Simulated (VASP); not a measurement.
# RbNa3Te2 (P6/mmm) in VASP: a series of runs, part 2 of 2

VASP 6.6.1. Earlier steps stand in the parts before.

### 3 Single point, PBE

This run uses another cell than the first one, of 36.89 Å³/atom, 1.268 times its volume.

The input, INCAR:

```
ALGO = Fast
EDIFF = 1E-7
ENCUT = 520
GGA = PE
ISIF = 2
ISMEAR = 0
LASPH = True
LCHARG = False
LREAL = False
LWAVE = False
NBANDS = 30
NELM = 60
PREC = Accurate
SIGMA = 0.1
```

The input, KPOINTS:

```
k-points
0
Gamma
  3 3 4
```

The input, POSCAR:

```
RbNa3Te2
1.0
    7.4680368816      0.0000000000      0.0000000000
   -3.7340184408      6.4675096558      0.0000000000
    0.0000000000      0.0000000000      4.5828808272
Rb Na Te
1 3 2
Direct
    0.0000000000      0.0000000000      0.0000000000
    0.5000000000      0.0000000000      0.5000000000
    0.5000000000      0.5000000000      0.5000000000
    0.0000000000      0.5000000000      0.5000000000
    0.6666666667      0.3333333333      0.0000000000
    0.3333333333      0.6666666667      0.0000000000
```

Potentials or basis: VASP PAW PBE potentials, release 64 (Rb_sv, Na_pv, Te).

Started as:

```
> cat potpaw_PBE.64/Rb_sv/POTCAR potpaw_PBE.64/Na_pv/POTCAR potpaw_PBE.64/Te/POTCAR > POTCAR
> mpirun -np 1 vasp_std > vasp.out
```

OUTCAR:

```text
EDIFF = 1E-7
   ENCUT = 520
   GGA = PE
   ISIF = 2
   ISMEAR = 0
   LASPH = True
   LREAL = False
   NELM = 60
   PREC = Accurate

 ion  position               nearest neighbor table
   1  0.000  0.000  0.000-   5 4.31   6 4.31   6 4.31   5 4.31   5 4.31   6 4.31
   2  0.500  0.000  0.500-   5 3.15   6 3.15   5 3.15   6 3.15
   3  0.500  0.500  0.500-   5 3.15   6 3.15   5 3.15   6 3.15
   4  0.000  0.500  0.500-   5 3.15   6 3.15   5 3.15   6 3.15
   5  0.667  0.333  0.000-   2 3.15   2 3.15   4 3.15   4 3.15   3 3.15   3 3.15   1 4.31   1 4.31
                             1 4.31
   6  0.333  0.667  0.000-   2 3.15   2 3.15   4 3.15   4 3.15   3 3.15   3 3.15   1 4.31   1 4.31
                             1 4.31

  LATTYP: Found a hexagonal cell.
 ALAT       =     7.4680368816
 C/A-ratio  =     0.6136660678

  Lattice vectors:

 A1 = (   7.4680368816,   0.0000000000,   0.0000000000)
 A2 = (  -3.7340184408,   6.4675096558,   0.0000000000)
 A3 = (   0.0000000000,   0.0000000000,   4.5828808272)

Analysis of symmetry for initial positions (statically):
[... 168 lines left out ...]

 val. band max:        1.7063587869   @ k =   0.3333   0.3333   0.5000
 cond. band min:       2.5178616393   @ k =   0.3333   0.3333   0.0000
 fundamental gap:      0.8115028524
 Fermi energy:         1.7195797760

 k-point     1 :       0.0000    0.0000    0.0000
  band No.  band energies     occupation
      1     -26.6893      2.00000
      2     -22.3030      2.00000
      3     -22.3030      2.00000
      4     -22.2932      2.00000
      5     -22.2230      2.00000
      6     -22.1973      2.00000
[... 286 lines left out ...]
     29       7.4361      0.00000
     30       7.7468      0.00000

------------------------ aborting loop because EDIFF is reached ----------------------------------------

  FORCE on cell =-STRESS in cart. coord.  units (eV):
  Direction    XX          YY          ZZ          XY          YZ          ZX
  --------------------------------------------------------------------------------------
  -------------------------------------------------------------------------------------
  Total        0.3071251      0.3071251      0.1957849      0.0000000     -0.0000000      0.0000000
  in kB        2.2230225      2.2230225      1.4171231      0.0000000     -0.0000000      0.0000000
  external PRESSURE =       1.9543893 kB  Pullay stress =       0.0000000 kB

 VOLUME and BASIS-vectors are now :
 -----------------------------------------------------------------------------
  energy-cutoff  :      520.00
  volume of cell :      221.35
      direct lattice vectors                 reciprocal lattice vectors
     7.468036882  0.000000000  0.000000000     0.133903999  0.077309510  0.000000000
    -3.734018441  6.467509656  0.000000000     0.000000000  0.154619019  0.000000000
     0.000000000  0.000000000  4.582880827     0.000000000  0.000000000  0.218203361

 POSITION                                       TOTAL-FORCE (eV/Angst)
 -----------------------------------------------------------------------------------
      0.00000      0.00000      0.00000        -0.000000      0.000000     -0.000000
      3.73402      0.00000      2.29144        -0.000000      0.000000     -0.000000
      1.86701      3.23375      2.29144        -0.000000      0.000000     -0.000000
     -1.86701      3.23375      2.29144        -0.000000      0.000000     -0.000000
      3.73402      2.15584      0.00000        -0.000000     -0.000000      0.000000
     -0.00000      4.31167      0.00000         0.000000      0.000000     -0.000000
 -----------------------------------------------------------------------------------
    total drift:                               -0.000000      0.000000      0.000000

  FREE ENERGIE OF THE ION-ELECTRON SYSTEM (eV)
  ---------------------------------------------------
  free  energy   TOTEN  =       -15.6537407813 eV

  energy  without entropy=      -15.6493741570  energy(sigma->0) =      -15.65155747
```

Wall time 1.7 min (1 thread of Intel Xeon 6975P-C (Granite Rapids), shared host); peak memory 0.33 GiB.

Results:

```
Free energy            : -15.6537 eV
Pressure               : 0.2 GPa
Band gap on the k mesh : zero (band 21 reaches 1.71 eV, above the bottom of band 22 at 1.61 eV)
```

Levels at points of the mesh, in eV from the Fermi level:
| k point | band 18 | band 19 | band 20 | band 21 | band 22 | band 23 | band 24 | band 25 |
| --- | --- | --- | --- | --- | --- | --- | --- | --- |
| (0.00, 0.00, 0.00) | -0.90 | -0.90 | -0.79 | -0.37 | -0.11 | 3.43 | 3.57 | 3.57 |
| (0.00, 0.00, 0.50) | -1.71 | -1.71 | -0.49 | -0.49 | 2.04 | 2.04 | 2.43 | 2.69 |

Caveat: spin-orbit coupling is left out, which moves the levels of the heavy elements.
